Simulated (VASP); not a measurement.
Set up this calculation in VASP 6.6.1, as the native input.

```yaml
Task: single point
Functional: r2SCAN
Potentials_or_basis: VASP PAW PBE potentials, release 64 (Si)
Cutoff: 520 eV
k_mesh: 20 × 20 × 20
Occupations: gaussian, width 0.15 eV
Spin: no spin polarisation
Dipole_correction: no
Further_INCAR_settings: ALGO = Normal; EDIFF = 1e-07; NBANDS = 11
```

Si:

```
CELL_PARAMETERS angstrom
-2.54923 2.37137 1.32927
2.54923 -2.37137 1.32927
2.54923 2.37137 -1.32927
ATOMIC_POSITIONS crystal
Si 0.25000 0.75000 0.50000
Si 0.50000 0.50000 0.00000
```

This cell differs from its parent crystal: strain +0.0750 x Voigt [1, 0, 0, 0, 0, 0].

These files were run (other wordings do the same):

POSCAR

```
Si
1.0
   -2.5492252273      2.3713723045      1.3292653899
    2.5492252273     -2.3713723045      1.3292653899
    2.5492252273      2.3713723045     -1.3292653899
Si
2
Direct
    0.2500000000      0.7500000000      0.5000000000
    0.5000000000      0.5000000000      0.0000000000
```

INCAR.step1

```
PREC = Accurate
ENCUT = 520
ISMEAR = 0
SIGMA = 0.15
LREAL = F
LASPH = T
NELM = 100
NBANDS = 11
GGA = PE
ALGO = Normal
EDIFF = 1E-4
LWAVE = T
LCHARG = F
```

INCAR.step2

```
PREC = Accurate
ENCUT = 520
EDIFF = 1E-7
ISMEAR = 0
SIGMA = 0.15
LREAL = F
LASPH = T
NELM = 100
ALGO = Normal
ISIF = 2
LWAVE = F
LCHARG = T
METAGGA = R2SCAN
LMIXTAU = T
LELF = T
LVHAR = T
NBANDS = 11
ISTART = 1
```

KPOINTS

```
regular mesh
0
Gamma
  20 20 20
```

Potentials or basis: VASP PAW PBE potentials, release 64 (Si).

Command:

```sh
$ cat potpaw_PBE.64/Si/POTCAR > POTCAR
$ cp INCAR.step1 INCAR
$ mpirun -np 1 vasp_std > vasp.out
$ cp INCAR.step2 INCAR
$ mpirun -np 1 vasp_std > vasp.out
```

It gave:

```
Pressure               : -4.8 GPa
Largest force          : 0.170 eV/Å
Band gap on the k mesh : zero (bands 4 and 5 overlap by 6.66 eV)
```

Caveat: the cell differs from its parent crystal (strain +0.0750 x Voigt [1, 0, 0, 0, 0, 0]); the stress differs along the axes, from -11 to 1 GPa; the PAW data sets were made with another functional, which shifts forces and pressure a little.

It took 37 min on 1 thread of Intel Xeon 8259CL (shared host), peak memory 0.43 GiB.
